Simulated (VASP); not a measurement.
Runs of VASP 6.6.1 on BAs. The structure is that of space group Fm-3m (No. 225), or close to it. The cells are those of the table. The cell was built from a structure type or drawn by symmetry, and may not be a known phase.

```tsv
task	cell	k mesh	gap on the mesh (eV)	pressure (GPa)
single point	a = 3.268 Å, angles 60.0°, 2 atoms	7 × 7 × 7	none	0.1
relaxation of cell and atoms	relaxed from a = 3.307 Å, angles 60.0°, 2 atoms	7 × 7 × 7	none	0.0
single point	a = 3.266 Å, angles 120.0, 120.0, 90.0°, 2 atoms	7 × 7 × 7	none	0.3
single point	a = 3.264 Å, angles 60.2°, 2 atoms	7 × 7 × 7	none	0.1
single point	a = 3.289 Å, angles 59.2°, 2 atoms	8 × 8 × 8	none	(a)
```

Alike in all rows: level PBE; potentials or basis VASP PAW PBE potentials, release 64 (B, As); no spin polarisation; cutoff (eV) 500; smearing gaussian 0.2 eV.

Fill in the values left out.

(a) 0.4.

A k mesh can miss the band edges, and the runs leave out spin-orbit coupling on As.

A gap of «none» marks levels without a gap at the run's occupations.
